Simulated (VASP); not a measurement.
# CdSe (F-43m) in VASP: a series of runs, part 2 of 2

VASP 6.6.1. Earlier steps stand in the parts before.

## 6. Single point, PBE+D3(BJ)

This run uses another cell than the first one, of 28.36 Å³/atom, 1.043 times its volume.

INCAR

```
SYSTEM = CdSe
  ALGO = Normal
  EDIFF = 1E-6
  ENCUT = 520
  GGA = PE
  ISIF = 2
  ISMEAR = -1
  IVDW = 12
  LASPH = .True.
  LCHARG = .False.
  LREAL = .False.
  LWAVE = .False.
  NBANDS = 16
  NELM = 100
  PREC = Accurate
  SIGMA = 0.05
```

KPOINTS

```
k-points
0
Gamma
  8 8 8
  0 0 0
```

POSCAR

```
CdSe
1.0
    0.0000000000      3.0496647307      3.0496647307
    3.0496647307      0.0000000000      3.0496647307
    3.0496647307      3.0496647307      0.0000000000
Cd Se
1 1
Direct
    0.0000000000      0.0000000000      0.0000000000
    0.2500000000      0.2500000000      0.2500000000
```

Potentials or basis: VASP PAW PBE potentials, release 64 (Cd, Se).

On the command line:

```console
$ cat potpaw_PBE.64/Cd/POTCAR potpaw_PBE.64/Se/POTCAR > POTCAR
$ mpirun -np 1 vasp_std > vasp.out
```

OUTCAR:

```text
SYSTEM = CdSe
   EDIFF = 1E-6
   ENCUT = 520
   GGA = PE
   ISIF = 2
   ISMEAR = -1
   IVDW = 12
   LASPH = .True.
   LREAL = .False.
   NELM = 100
   PREC = Accurate
 IVDW          = 12

 ion  position               nearest neighbor table
   1  0.000  0.000  0.000-   2 2.64   2 2.64   2 2.64   2 2.64
   2  0.250  0.250  0.250-   1 2.64   1 2.64   1 2.64   1 2.64

  LATTYP: Found a face centered cubic cell.
 ALAT       =     6.0993294614

  Lattice vectors:

 A1 = (   0.0000000000,   3.0496647307,   3.0496647307)
 A2 = (   3.0496647307,   0.0000000000,   3.0496647307)
 A3 = (   3.0496647307,   3.0496647307,   0.0000000000)

Analysis of symmetry for initial positions (statically):
=====================================================================
 Subroutine PRICEL returns:
 Original cell was already a primitive cell.

 Routine SETGRP: Setting up the symmetry group for a
 face centered cubic supercell.

 Subroutine GETGRP returns: Found 24 space group operations
 (whereof 24 operations were pure point group operations)
 out of a pool of 48 trial point group operations.

The static configuration has the point symmetry T_d .

Analysis of symmetry for dynamics (positions and initial velocities):
=====================================================================
 Subroutine PRICEL returns:
 Original cell was already a primitive cell.

 Routine SETGRP: Setting up the symmetry group for a
 face centered cubic supercell.

 Subroutine GETGRP returns: Found 24 space group operations
 (whereof 24 operations were pure point group operations)
 out of a pool of 48 trial point group operations.

The dynamic configuration has the point symmetry T_d .

 Subroutine INISYM returns: Found 24 space group operations
 (whereof 24 operations are pure point group operations),
 and found     1 'primitive' translations
[... 109 lines left out ...]
   EFERMI =   0.00;   METHOD = LEGACY
   ISMEAR =    -1;   SIGMA  =   0.05  broadening in eV -4-tet -1-fermi 0-gaus
   EFERMI_NEDOS =   21; number of points for ismear=-14 and -15
   IALGO  =     38    algorithm
   IMIX   =      4    mixing-type and parameters
     AMIX     =   0.40;   BMIX     =  1.00
     AMIX_MAG =   1.60;   BMIX_MAG =  1.00
  volume/ion in A,a.u.               =      28.36       191.40
  Fermi-wavevector in a.u.,A,eV,Ry     =   1.116615  2.110097 16.964148  1.246830
  Thomas-Fermi vector in A             =   2.253231
   LORBIT       =      0    0 simple, 1 ext, 2 COOP (PROOUT), +10 PAW based schemes
   GGA     = PE    functional components
   LHFCALC =     F    Hartree Fock is set to
   AEXX    =    0.0000 exact exchange contribution
   IVDW    =    12    specifies the selected vdW correction
   LEPSILON=     F    determine dielectric tensor
   LRPA    =     F    only Hartree local field effects (RPA)
 non-spin polarized calculation
  energy-cutoff  :      520.00
  volume of cell :       56.73
 maximum number of plane-waves:      1542
   NGX = 17   NGY = 17   NGZ = 17

 number of electron      18.0000005 magnetization

 Free energy of the ion-electron system (eV)
  ---------------------------------------------------
  ext. energy  EPLUGINS =         0.00000000
  ---------------------------------------------------
  free energy    TOTEN  =        -5.47521791 eV

  energy without entropy =       -5.47520095  energy(sigma->0) =       -5.47520943

 E-fermi :   1.2105     XC(G=0):  -8.8480

 val. band max:        0.8757928776   @ k =   0.0000   0.0000   0.0000
 cond. band min:       1.4672714733   @ k =   0.0000   0.0000   0.0000
 fundamental gap:      0.5914785957
 Fermi energy:         1.2104992355

 k-point     1 :       0.0000    0.0000    0.0000
  band No.  band energies     occupation
      1     -11.6712      2.00000
      2      -7.0310      2.00000
      3      -7.0310      2.00000
      4      -7.0310      2.00000
      5      -6.6654      2.00000
      6      -6.6654      2.00000
[... 433 lines left out ...]
      3      -6.8796      2.00000
      4      -6.6843      2.00000
      5      -6.6494      2.00000
      6      -6.2916      2.00000
[... 8 lines left out ...]
     15      12.5338      0.00000
     16      13.4863      0.00000

 [... further k-points ...]

------------------------ aborting loop because EDIFF is reached ----------------------------------------

 Edisp (eV)   -0.63146

 E8    (eV) :    -0.2699

  FORCE on cell =-STRESS in cart. coord.  units (eV):
  Direction    XX          YY          ZZ          XY          YZ          ZX
  --------------------------------------------------------------------------------------
  -------------------------------------------------------------------------------------
  Total       0.22041     0.22041     0.22041     0.00000    -0.00000    -0.00000
  in kB       6.22533     6.22533     6.22533     0.00000    -0.00000    -0.00000
  external pressure =        6.23 kB  Pullay stress =        0.00 kB

 VOLUME and BASIS-vectors are now :
 -----------------------------------------------------------------------------
  energy-cutoff  :      520.00
  volume of cell :       56.73
      direct lattice vectors                 reciprocal lattice vectors
     0.000000000  3.049664731  3.049664731    -0.163952449  0.163952449  0.163952449
     3.049664731  0.000000000  3.049664731     0.163952449 -0.163952449  0.163952449
     3.049664731  3.049664731  0.000000000     0.163952449  0.163952449 -0.163952449

 POSITION                                       TOTAL-FORCE (eV/Angst)
 -----------------------------------------------------------------------------------
      0.00000      0.00000      0.00000        -0.000000     -0.000000     -0.000000
      1.52483      1.52483      1.52483         0.000000      0.000000      0.000000
 -----------------------------------------------------------------------------------
    total drift:                               -0.000000     -0.000000     -0.000000

  FREE ENERGIE OF THE ION-ELECTRON SYSTEM (eV)
  ---------------------------------------------------
  free  energy   TOTEN  =        -6.1066743429 eV

  energy  without entropy=       -6.1066573870  energy(sigma->0) =       -6.10666586
```

stdout:

```text
POSCAR found type information on POSCAR CdSe
 POSCAR found :  2 types and       2 ions
 scaLAPACK will be used
 LDA part: xc-table for (Slater+PW92), standard interpolation
 POSCAR, INCAR and KPOINTS ok, starting setup
 FFT: planning ... GRIDC
 FFT: planning ... GRID_SOFT
 FFT: planning ... GRID
 WAVECAR not read
 entering main loop
```

Wall time 13 s (1 thread of Intel Xeon 6975P-C, shared host); peak memory 0.2 GiB.

Results:

```
Free energy                : -6.1067 eV
Pressure                   : 0.6 GPa
Band gap on the k mesh     : 0.59 eV, direct
Dispersion energy per atom : -0.316 eV
```

## 7. Summary

```tsv
level	cell	gap on the mesh (eV)	pressure (GPa)
PBE+D3(BJ)	a = 4.253 Å, angles 60.0°, 2 atoms	0.68	3.1
PBE+D3(BJ)	a = 4.283 Å, angles 60.0°, 2 atoms	0.63	1.8
BLYP	a = 4.253 Å, angles 60.0°, 2 atoms	0.64	8.5
BLYP	a = 4.283 Å, angles 60.0°, 2 atoms	0.60	7.0
PBE+D3(BJ)	a = 4.313 Å, angles 60.0°, 2 atoms	0.59	0.6
```

Alike in all rows: task single point; potentials or basis VASP PAW PBE potentials, release 64 (Cd, Se); no spin polarisation; k mesh 8 × 8 × 8; cutoff (eV) 520; smearing fermi-dirac 0.05 eV.

Caveats: the PAW data sets were made with another functional, which shifts forces and pressure a little (some runs).

Absolute energies hang on the potentials; compare differences alone.
